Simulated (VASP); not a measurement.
W, 1 atom in the cell. It takes space group I4/mmm (No. 139, tetragonal). The conventional cell has a = 3.272 Å, b = 3.272 Å, c = 3.145 Å, α = 90.00°, β = 90.00°, γ = 90.00°. W (site symmetry 4/mmm) has 14 W at 2.80 to 3.27 Å within 3.7 Å. 

| Item | Value |
| --- | --- |
| Program | VASP 6.6.1 |
| Task | single point |
| Functional | PBEsol |
| Potentials or basis | VASP PAW PBE potentials, release 64 (W_sv) |
| Cutoff | 500 eV |
| k mesh | 22 × 22 × 22 |
| Occupations | gaussian, width 0.15 eV |
| Spin | no spin polarisation |
| Dipole correction | no |
| Further INCAR settings | ALGO = Normal; EDIFF = 1e-06; NBANDS = 13 |

Potentials or basis: VASP PAW PBE potentials, release 64 (W_sv).

Run with:

```sh
$ cat potpaw_PBE.64/W_sv/POTCAR > POTCAR
$ mpirun -np 1 vasp_std > vasp.out
```

Hardware: 1 thread of Intel Xeon 8259CL, with other jobs on the host.

Task: Estimate the wall time of this run.

Result: Wall time 2.4 min on 1 thread of Intel Xeon 8259CL, on a shared host, peak memory 0.26 GiB. Counts: scf iterations 10, k points 834.
